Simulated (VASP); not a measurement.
The system is In4Sb3As.

```
As In Sb
1.0
     4.56383    0.00000    0.00000
     0.00000    4.56383    0.00000
     0.00000    0.00000   12.87132
As In Sb
1 4 3
Direct
  0.00000 0.00000 0.00000
  0.00000 0.50000 0.88765
  0.50000 0.00000 0.62944
  0.00000 0.50000 0.37056
  0.50000 0.00000 0.11235
  0.50000 0.50000 0.75848
  0.00000 0.00000 0.50000
  0.50000 0.50000 0.24152
```

Base run:

- Program: VASP 6.6.1
- Functional: PBE
- Potentials or basis: VASP PAW PBE potentials, release 64 (As, In_d, Sb)
- Cutoff: 520 eV
- k mesh: 6 × 6 × 2
- Occupations: fermi-dirac, width 0.02 eV
- Spin: no spin polarisation

Its results: band gap on the k mesh zero (filled and empty bands touch); pressure 1.5 GPa.

Task: The run is repeated on the same cell with these changes: functional from PBE to r2SCAN; further incar settings from ALGO = Normal; EDIFF = 1e-06; NBANDS = 46 to ALGO = Normal; EDIFF = 1e-07; NBANDS = 46. What comes out?

Result: Band gap on the k mesh zero (filled and empty bands touch); pressure 0.0 GPa.

Caveats: semilocal functionals underestimate gaps, and a narrow one can read as zero; spin-orbit coupling is left out, which moves the levels of the heavy elements; the PAW data sets were made with another functional, which shifts forces and pressure a little (at least some runs).
